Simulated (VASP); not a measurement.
Here is a VASP 6.6.1 calculation.

The input INCAR:

```
PREC = Accurate
ENCUT = 520
EDIFF = 1E-7
ISMEAR = 0
SIGMA = 0.1
LREAL = False
LASPH = True
NELM = 80
ALGO = Normal
ISIF = 2
LWAVE = False
LCHARG = False
GGA = PE
NBANDS = 15
```

Contents of KPOINTS:

```
Automatic mesh
0
Gamma
  20 20 20
```

Contents of POSCAR:

```
ZnC
1.0
    2.7553660757      0.0000000000      0.0000000000
    0.0000000000      2.7553660757      0.0000000000
    0.0000000000      0.0000000000      2.7553660757
Zn C
1 1
Direct
    0.0000000000      0.0000000000      0.0000000000
    0.5000000000      0.5000000000      0.5000000000
```

Potentials or basis: VASP PAW PBE potentials, release 64 (Zn, C).

Launch:

```sh
$ cat potpaw_PBE.64/Zn/POTCAR potpaw_PBE.64/C/POTCAR > POTCAR
$ mpirun -np 1 vasp_std > vasp.out
```

Estimate the band gap on the k mesh.

zero (band 8 reaches 6.90 eV, above the bottom of band 9 at 3.19 eV).

What does it give for the pressure?

0.7 GPa.
